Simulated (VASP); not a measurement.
A run of VASP 6.6.1 is set up as follows.

File POSCAR:

```
AlN
1.0
    0.0000000000      2.1849006282      2.1849006282
    2.1849006282      0.0000000000      2.1849006282
    2.1849006282      2.1849006282      0.0000000000
Al N
1 1
Direct
    0.0000000000      0.0000000000      0.0000000000
    0.6784864501      0.8215135499      0.8215135499
```

Contents of INCAR.step1:

```
SYSTEM = AlN
ALGO     = Normal         ! electronic algorithm
EDIFF    = 1E-4           ! SCF threshold, eV
ENCUT    = 520            ! plane-wave cutoff, eV
GGA      = PE             ! functional
ISMEAR   = 0              ! smearing method
LASPH    = .TRUE.         ! aspherical terms in the spheres
LCHARG   = .FALSE.        ! write CHGCAR
LREAL    = .FALSE.        ! projectors in reciprocal space
LWAVE    = .TRUE.         ! write WAVECAR
NBANDS   = 11             ! bands
NELM     = 100            ! most SCF steps
PREC     = Accurate       ! precision mode
SIGMA    = 0.05           ! smearing width, eV
```

Contents of INCAR.step2:

```
SYSTEM = AlN
ALGO     = Normal         ! electronic algorithm
EDIFF    = 1E-6           ! SCF threshold, eV
ENCUT    = 520            ! plane-wave cutoff, eV
ISIF     = 2              ! what is computed and relaxed
ISMEAR   = 0              ! smearing method
ISTART   = 1            
LASPH    = .TRUE.         ! aspherical terms in the spheres
LCHARG   = .FALSE.        ! write CHGCAR
LMIXTAU  = .TRUE.       
LREAL    = .FALSE.        ! projectors in reciprocal space
LWAVE    = .FALSE.        ! write WAVECAR
METAGGA  = R2SCAN         ! meta-GGA
NBANDS   = 11             ! bands
NELM     = 100            ! most SCF steps
PREC     = Accurate       ! precision mode
SIGMA    = 0.05           ! smearing width, eV
```

File KPOINTS:

```
k-points
0
G
  10 10 10
  0 0 0
```

Potentials or basis: VASP PAW PBE potentials, release 64 (Al, N).

The run is started by

```sh
$ cat potpaw_PBE.64/Al/POTCAR potpaw_PBE.64/N/POTCAR > POTCAR
$ cp INCAR.step1 INCAR
$ mpirun -np 1 vasp_std > vasp.out
$ cp INCAR.step2 INCAR
$ mpirun -np 1 vasp_std > vasp.out
```

Q: Estimate the pressure.

A: 11.6 GPa.

Q: Estimate the largest force.

A: 4.272 eV/Å.

Stress tensor (GPa, compression positive):
```
-1.20  0.00  0.00
 0.00 18.07 24.11
 0.00 24.11 18.07
```

Caveat: the cell differs from its parent crystal (all N atoms moved +0.312 Å, as atom 2 along Cartesian [1 0 0]); the cell stands under pressure; the PAW data sets were made with another functional, which shifts forces and pressure a little.
